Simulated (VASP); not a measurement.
# W (C2/c) in VASP: further runs

W is run at these levels: BLYP; tasks: single point.

Everything below comes from runs of VASP 6.6.1. Logs are shortened: lines on timing, memory, paths and dates and some standing lists are left out, and cuts for length are marked.

## 1. The cell of the first run

The typed cell holds 2 atoms: a = 3.065 Å, b = 3.065 Å, c = 4.764 Å, α = 97.28°, β = 97.28°, γ = 127.27°.

## 2. Single point, BLYP (17.07 Å³/atom)

Input file INCAR:

```
AGGAC = 1.0
AGGAX = 1.0
ALDAC = 0.0
ALDAX = 1.0
ALGO = Normal
EDIFF = 1E-6
ENCUT = 520
GGA = B5
ISIF = 2
ISMEAR = -1
LASPH = True
LCHARG = False
LREAL = False
LWAVE = False
NBANDS = 21
NELM = 100
PREC = Accurate
SIGMA = 0.1
```

Input file KPOINTS:

```
k-points
0
Gamma
  15 15 8
```

Input file POSCAR:

```
W
1.0
   -1.9420091896      1.9422233058      1.3612341919
    1.9422233058     -1.9420091896      1.3612341919
    3.2281869052      3.2281869052     -1.3608420376
W
2
Direct
    0.0000390004      0.9999609996      1.0000000000
    0.7499609996      0.2500390004      0.5000000000
```

Potentials or basis: VASP PAW PBE potentials, release 64 (W_sv).

Run with:

```console
$ cat potpaw_PBE.64/W_sv/POTCAR > POTCAR
$ mpirun -np 1 vasp_std > vasp.out
```

OUTCAR:

```text
EDIFF = 1E-6
   ENCUT = 520
   GGA = B5
   ISIF = 2
   ISMEAR = -1
   LASPH = True
   LREAL = False
   NELM = 100
   PREC = Accurate

 ion  position               nearest neighbor table
   1  0.000  1.000  0.000-   2 2.75   2 2.75   2 2.75   2 2.75   2 3.36   2 3.36   2 3.36   2 3.36

   2  0.750  0.250  0.500-   1 2.75   1 2.75   1 2.75   1 2.75   1 3.36   1 3.36   1 3.36   1 3.36

  LATTYP: Found a base centered monoclinic cell.
 ALAT       =     2.7224684006
 B/A-ratio  =     2.0177035932
 C/A-ratio  =     1.7498276889
 COS(beta)  =    -0.2855535084

  Lattice vectors:

 A1 = (  -1.9420091896,   1.9422233058,   1.3612341919)
 A2 = (   1.9422233058,  -1.9420091896,   1.3612341919)
 A3 = (   3.2281869052,   3.2281869052,  -1.3608420376)

Analysis of symmetry for initial positions (statically):
=====================================================================
 Subroutine PRICEL returns:
 Original cell was already a primitive cell.

 Routine SETGRP: Setting up the symmetry group for a
 base centered monoclinic supercell.

 Subroutine GETGRP returns: Found  4 space group operations
 (whereof  2 operations were pure point group operations)
 out of a pool of  4 trial point group operations.

The static configuration has the point symmetry C_2 .
 The point group associated with its full space group is C_2h.

Analysis of symmetry for dynamics (positions and initial velocities):
=====================================================================
 Subroutine PRICEL returns:
 Original cell was already a primitive cell.

 Routine SETGRP: Setting up the symmetry group for a
 base centered monoclinic supercell.

 Subroutine GETGRP returns: Found  4 space group operations
 (whereof  2 operations were pure point group operations)
 out of a pool of  4 trial point group operations.

The dynamic configuration has the point symmetry C_2 .
 The point group associated with its full space group is C_2h.

 Subroutine INISYM returns: Found  4 space group operations
 (whereof  2 operations are pure point group operations),
 and found     1 'primitive' translations

----------------------------------------------------------------------------------------

                                     Primitive cell

  volume of cell :      34.1382

  direct lattice vectors                    reciprocal lattice vectors
    -1.942009190  1.942223306  1.361234192    -0.051307584  0.206143534  0.367301546
     1.942223306 -1.942009190  1.361234192     0.206143534 -0.051307584  0.367301546
     3.228186905  3.228186905 -1.360842038     0.154880569  0.154880569 -0.000024362

  length of vectors
     3.065385716  3.065385716  4.763850590     0.424308910  0.424308910  0.219034202

  position of ions in fractional coordinates (direct lattice)
     0.000039000  0.999961000  1.000000000
     0.749961000  0.250039000  0.500000000

  ion indices of the primitive-cell ions
   primitive index   ion index
                 1           1
                 2           2

----------------------------------------------------------------------------------------

 KPOINTS: k-points

Automatic generation of k-mesh.
 Grid dimensions read from file:
 generate k-points for:   15   15    8

 Generating k-lattice:

  Cartesian coordinates                     Fractional coordinates (reciprocal lattice)
    -0.003420506  0.013742902  0.024486770     0.066666667  0.000000000 -0.000000000
     0.013742902 -0.003420506  0.024486770     0.000000000  0.066666667 -0.000000000
     0.019360071  0.019360071 -0.000003045    -0.000000000 -0.000000000  0.125000000

  Length of vectors
     0.028287261  0.028287261  0.027379275

  Shift w.r.t. Gamma in fractional coordinates (k-lattice)
     0.000000000  0.000000000  0.000000000

 Subroutine IBZKPT returns following result:
 ===========================================

 Found    488 irreducible k-points:

 Following reciprocal coordinates:
            Coordinates               Weight
  0.000000  0.000000  0.000000      1.000000
  0.066667  0.000000  0.000000      4.000000
  0.133333  0.000000  0.000000      4.000000
  0.200000  0.000000  0.000000      4.000000
  0.266667  0.000000  0.000000      4.000000
  0.333333  0.000000 -0.000000      4.000000
[... 16 lines left out ...]
  0.133333  0.133333  0.000000      2.000000
  0.200000  0.133333  0.000000      4.000000
 [... further k-points ...]
   k-points           NKPTS =    488   k-points in BZ     NKDIM =    488   number of bands    NBANDS=     21
   number of dos      NEDOS =    301   number of ions     NIONS =      2
   total plane-waves  NPLWV =  20736
   dimension x,y,z NGX =    24 NGY =   24 NGZ =   36
   dimension x,y,z NGXF=    48 NGYF=   48 NGZF=   72
   ions per type =               2
   NGX,Y,Z   is equivalent  to a cutoff of  13.02, 13.02, 12.56 a.u.
   NGXF,Y,Z  is equivalent  to a cutoff of  26.03, 26.03, 25.13 a.u.
 SYSTEM =  unknown system
   PREC   = accura    normal or accurate (medium, high low for compatibility)
   ISTART =      0    job   : 0-new  1-cont  2-samecut
   ICHARG =      2    charge: 1-file 2-atom 10-const
   ISPIN  =      1    spin polarized calculation?
   LNONCOLLINEAR =      F non collinear calculations
   LSORBIT =      F    spin-orbit coupling
   LASPH  =      T    aspherical Exc in radial PAW
   ENCUT  =  520.0 eV  38.22 Ry    6.18 a.u.   5.70  5.70  8.86*2*pi/ulx,y,z
   NELM   =    100;   NELMIN=  2; NELMDL= -5     # of ELM steps
   EDIFF  = 0.1E-05   stopping-criterion for ELM
   LREAL  =      F    real-space projection
   EDIFFG = 0.1E-04   stopping-criterion for IOM
   NSW    =      0    number of steps for IOM
   IBRION =     -1    ionic relax: 0-MD 1-quasi-New 2-CG
   NFREE  =      0    steps in history (QN), initial steepest desc. (CG)
   ISIF   =      2    stress and relaxation
   ISYM   =      2    0-nonsym 1-usesym 2-fastsym
   POTIM  = 0.5000    time-step for ionic-motion
   TEBEG  =    0.0;   TEEND  =   0.0 temperature during run
   PSTRESS=    0.0 pullay stress
   NELECT =      28.0000    total number of electrons
   NUPDOWN=      -1.0000    fix difference up-down
   EMIN   =  10.00;   EMAX   =-10.00  energy-range for DOS
   EFERMI =   0.00;   METHOD = LEGACY
   ISMEAR =    -1;   SIGMA  =   0.10  broadening in eV -4-tet -1-fermi 0-gaus
   EFERMI_NEDOS =   21; number of points for ismear=-14 and -15
   IALGO  =     38    algorithm
   IMIX   =      4    mixing-type and parameters
     AMIX     =   0.40;   BMIX     =  1.00
     AMIX_MAG =   1.60;   BMIX_MAG =  1.00
  volume/ion in A,a.u.               =      17.07       115.19
  Fermi-wavevector in a.u.,A,eV,Ry     =   1.532429  2.895872 31.951102  2.348340
  Thomas-Fermi vector in A             =   2.639637
   LORBIT       =      0    0 simple, 1 ext, 2 COOP (PROOUT), +10 PAW based schemes
   GGA     = B5    functional components
   LHFCALC =     F    Hartree Fock is set to
   AEXX    =    0.0000 exact exchange contribution
   IVDW    =     0    specifies the selected vdW correction
   LEPSILON=     F    determine dielectric tensor
   LRPA    =     F    only Hartree local field effects (RPA)
 non-spin polarized calculation
  energy-cutoff  :      520.00
  volume of cell :       34.14
 maximum number of plane-waves:       934
   NGX = 11   NGY = 11   NGZ = 17

 number of electron      27.9999997 magnetization

 Free energy of the ion-electron system (eV)
  ---------------------------------------------------
  ext. energy  EPLUGINS =         0.00000000
  ---------------------------------------------------
  free energy    TOTEN  =       -22.09379418 eV

  energy without entropy =      -22.05642474  energy(sigma->0) =      -22.07510946

 E-fermi :  10.6855     XC(G=0): -12.5598

 val. band max:       10.6822616300   @ k =   0.1333   0.1333   0.0000
 cond. band min:      10.6857215655   @ k =   0.4000   0.1333   0.1250
 fundamental gap:      0.0034599355
 Fermi energy:        10.6854958560

 k-point     1 :       0.0000    0.0000    0.0000
  band No.  band energies     occupation
      1     -62.8352      2.00000
      2     -62.7124      2.00000
      3     -27.8536      2.00000
      4     -27.1693      2.00000
      5     -26.8598      2.00000
      6     -26.7451      2.00000
[... 13 lines left out ...]
     20      15.5274      0.00000
     21      20.9261      0.00000

 k-point     2 :       0.0667    0.0000    0.0000
  band No.  band energies     occupation
      1     -62.8306      2.00000
      2     -62.7101      2.00000
      3     -27.8380      2.00000
      4     -27.1741      2.00000
      5     -26.8701      2.00000
      6     -26.7879      2.00000
[... 13 lines left out ...]
     20      15.6186      0.00000
     21      20.8653      0.00000

 k-point     3 :       0.1333    0.0000    0.0000
  band No.  band energies     occupation
      1     -62.8176      2.00000
      2     -62.7038      2.00000
      3     -27.7938      2.00000
      4     -27.1887      2.00000
      5     -26.9415      2.00000
      6     -26.9077      2.00000
[... 13 lines left out ...]
     20      16.1968      0.00000
     21      20.7868      0.00000

 k-point     4 :       0.2000    0.0000    0.0000
  band No.  band energies     occupation
      1     -62.7982      2.00000
      2     -62.6948      2.00000
      3     -27.7301      2.00000
      4     -27.2254      2.00000
      5     -27.1080      2.00000
      6     -27.0750      2.00000
[... 13 lines left out ...]
     20      17.0764      0.00000
     21      20.8917      0.00000

 k-point     5 :       0.2667    0.0000    0.0000
  band No.  band energies     occupation
      1     -62.7752      2.00000
      2     -62.6849      2.00000
      3     -27.6652      2.00000
      4     -27.3755      2.00000
      5     -27.2633      2.00000
      6     -27.1778      2.00000
[... 13 lines left out ...]
     20      17.5486      0.00000
     21      21.3727      0.00000

 k-point     6 :       0.3333    0.0000   -0.0000
  band No.  band energies     occupation
      1     -62.7524      2.00000
      2     -62.6762      2.00000
      3     -27.6457      2.00000
      4     -27.5630      2.00000
      5     -27.3966      2.00000
      6     -27.1851      2.00000
[... 13 lines left out ...]
     20      17.6529      0.00000
     21      22.0212      0.00000

 k-point     7 :       0.4000    0.0000    0.0000
  band No.  band energies     occupation
      1     -62.7336      2.00000
      2     -62.6703      2.00000
      3     -27.7415      2.00000
      4     -27.6745      2.00000
      5     -27.4291      2.00000
      6     -27.1647      2.00000
[... 13 lines left out ...]
     20      17.7861      0.00000
     21      21.0914      0.00000
[... 291 lines left out ...]
      1     -62.8108      2.00000
      2     -62.7044      2.00000
      3     -27.7576      2.00000
      4     -27.2325      2.00000
      5     -27.0050      2.00000
      6     -26.9214      2.00000
[... 13 lines left out ...]
     20      17.2390      0.00000
     21      20.4244      0.00000

 k-point    21 :      -0.1333    0.0667    0.0000
  band No.  band energies     occupation
      1     -62.8257      2.00000
      2     -62.7104      2.00000
      3     -27.8110      2.00000
      4     -27.2074      2.00000
      5     -26.9221      2.00000
      6     -26.8068      2.00000
[... 13 lines left out ...]
     20      16.4958      0.00000
     21      20.5105      0.00000

 k-point    22 :      -0.0667    0.0667    0.0000
  band No.  band energies     occupation
      1     -62.8326      2.00000
      2     -62.7125      2.00000
      3     -27.8396      2.00000
      4     -27.1869      2.00000
      5     -26.8850      2.00000
      6     -26.7577      2.00000
[... 13 lines left out ...]
     20      15.9803      0.00000
     21      20.6986      0.00000

 k-point    23 :       0.1333    0.1333    0.0000
  band No.  band energies     occupation
      1     -62.7824      2.00000
      2     -62.6838      2.00000
      3     -27.6891      2.00000
      4     -27.3257      2.00000
      5     -27.2635      2.00000
      6     -27.1683      2.00000
[... 13 lines left out ...]
     20      17.0646      0.00000
     21      21.4342      0.00000

 k-point    24 :       0.2000    0.1333    0.0000
  band No.  band energies     occupation
      1     -62.7608      2.00000
      2     -62.6745      2.00000
      3     -27.6332      2.00000
      4     -27.5214      2.00000
      5     -27.4273      2.00000
      6     -27.1897      2.00000
[... 13 lines left out ...]
     20      17.3670      0.00000
     21      21.9703      0.00000

 [... further k-points ...]

------------------------ aborting loop because EDIFF is reached ----------------------------------------

  FORCE on cell =-STRESS in cart. coord.  units (eV):
  Direction    XX          YY          ZZ          XY          YZ          ZX
  --------------------------------------------------------------------------------------
  -------------------------------------------------------------------------------------
  Total        0.2881488      0.2881488      0.2949982      0.0026662     -0.0024588     -0.0024588
  in kB       13.5234129     13.5234129     13.8448700      0.1251309     -0.1153963     -0.1153946
  external PRESSURE =      13.6305652 kB  Pullay stress =       0.0000000 kB

 VOLUME and BASIS-vectors are now :
 -----------------------------------------------------------------------------
  energy-cutoff  :      520.00
  volume of cell :       34.14
      direct lattice vectors                 reciprocal lattice vectors
    -1.942009190  1.942223306  1.361234192    -0.051307584  0.206143534  0.367301546
     1.942223306 -1.942009190  1.361234192     0.206143534 -0.051307584  0.367301546
     3.228186905  3.228186905 -1.360842038     0.154880569  0.154880569 -0.000024362

 POSITION                                       TOTAL-FORCE (eV/Angst)
 -----------------------------------------------------------------------------------
      1.94207     -1.94186      1.36123        -0.001081      0.001081     -0.000000
      0.64329      2.58511      0.68081         0.001081     -0.001081      0.000000
 -----------------------------------------------------------------------------------
    total drift:                               -0.000000      0.000000     -0.000000

  FREE ENERGIE OF THE ION-ELECTRON SYSTEM (eV)
  ---------------------------------------------------
  free  energy   TOTEN  =       -22.0937941842 eV

  energy  without entropy=      -22.0564247412  energy(sigma->0) =      -22.07510946
```

Wall time 3.9 min (1 thread of AMD EPYC 7R13 (Zen 3), shared host); peak memory 0.34 GiB.

What came out:

```
Free energy            : -22.0938 eV
Pressure               : 1.4 GPa
Band gap on the k mesh : zero (bands 14 and 15 overlap by 1.23 eV)
```

Caveat: the PAW data sets were made with another functional, which shifts forces and pressure a little; spin-orbit coupling is left out, which moves the levels of the heavy elements.

## 3. Single point, BLYP (17.75 Å³/atom)

This run uses another cell than the first one, of 17.75 Å³/atom.

Input file INCAR:

```
PREC     = Accurate       # precision mode
ENCUT    = 520            # plane-wave cutoff, eV
EDIFF    = 1E-6           # SCF threshold, eV
ISMEAR   = -1             # smearing method
SIGMA    = 0.1            # smearing width, eV
LREAL    = False          # projectors in reciprocal space
LASPH    = True           # aspherical terms in the spheres
NELM     = 80             # most SCF steps
ALGO     = Normal         # electronic algorithm
ISIF     = 2              # what is computed and relaxed
LWAVE    = False          # write WAVECAR
LCHARG   = False          # write CHGCAR
GGA      = B5             # functional
ALDAX    = 1.0          
AGGAX    = 1.0          
AGGAC    = 1.0          
ALDAC    = 0.0          
NBANDS   = 21             # bands
```

Input file KPOINTS:

```
Automatic mesh
0
Gamma
  15 15 8
```

Input file POSCAR:

```
W
1.0
   -1.9675648727      1.9677818066      1.3791472224
    1.9677818066     -1.9675648727      1.3791472224
    3.2706679203      3.2706679203     -1.3787499075
W
2
Direct
    0.0000390004      0.9999609996      1.0000000000
    0.7499609996      0.2500390004      0.5000000000
```

Potentials or basis: VASP PAW PBE potentials, release 64 (W_sv).

Run with:

```console
$ cat potpaw_PBE.64/W_sv/POTCAR > POTCAR
$ mpirun -np 1 vasp_std > vasp.out
```

Wall time 3.6 min (1 thread of AMD EPYC 7R13 (Zen 3), shared host); peak memory 0.35 GiB.

Results (log left out):

```yaml
Free_energy: -22.0643 eV
Pressure: -8.2 GPa
Band_gap_on_the_k_mesh: zero (bands 14 and 15 overlap by 1.16 eV)
```

Stress tensor (GPa, compression positive):
```
-8.17 -0.65 -0.01
-0.65 -8.17 -0.01
-0.01 -0.01 -8.17
```

Levels at points of the mesh, in eV from the Fermi level:
```
           k point  band 12  band 13  band 14  band 15  band 16  band 17
(0.00, 0.00, 0.00)    -1.88    -0.80     0.71     1.00     1.11     1.19
(0.00, 0.00, 0.50)    -1.87    -1.37    -1.37     0.58     0.58     1.67
```

Caveat: the cell stands under tension; the PAW data sets were made with another functional, which shifts forces and pressure a little; spin-orbit coupling is left out, which moves the levels of the heavy elements.

(Continued in part 2 of 2.)
